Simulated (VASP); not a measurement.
A run of VASP 6.6.1 is set up as follows.

File POSCAR:

```
Ge
1.0
    0.0000000000      2.8099234548      2.8099234548
    2.8099234548      0.0000000000      2.8099234548
    2.8099234548      2.8099234548      0.0000000000
Ge
2
Direct
    0.7500000000      0.7500000000      0.7500000000
    0.5000000000      0.5000000000      0.5000000000
```

File INCAR.step1:

```
SYSTEM = Ge
PREC = Accurate
ENCUT = 520
EDIFF = 1E-5
ISMEAR = -1
SIGMA = 0.05
LREAL = .False.
LASPH = .True.
NELM = 80
ALGO = Normal
ISIF = 2
LWAVE = .True.
LCHARG = .False.
GGA = PE
NBANDS = 21
```

Contents of INCAR.step2:

```
SYSTEM = Ge
PREC = Accurate
ENCUT = 520
EDIFF = 1E-6
ISMEAR = -1
SIGMA = 0.05
LREAL = .False.
LASPH = .True.
NELM = 80
ALGO = Normal
ISIF = 2
LWAVE = .False.
LCHARG = .False.
GGA = B3
LHFCALC = .True.
AEXX = 0.2
AGGAX = 0.72
AGGAC = 0.81
ALDAC = 0.19
PRECFOCK = Normal
ISTART = 1
NBANDS = 21
```

File KPOINTS:

```
Automatic mesh
0
Gamma
  4 4 4
  0 0 0
```

Potentials or basis: VASP PAW PBE potentials, release 64 (Ge_d).

The run is started by

```sh
$ cat potpaw_PBE.64/Ge_d/POTCAR > POTCAR
$ cp INCAR.step1 INCAR
$ mpirun -np 1 vasp_std > vasp.out
$ cp INCAR.step2 INCAR
$ mpirun -np 1 vasp_std > vasp.out
```

(1) What does it give for the pressure?

(2) Predict the band gap on the k mesh.

Answers

(1) 6.1 GPa.

(2) 1.32 eV, direct.

Caveat: the k points lie up to 0.48 Å⁻¹ apart; the PAW data sets were made with another functional, which shifts forces and pressure a little.
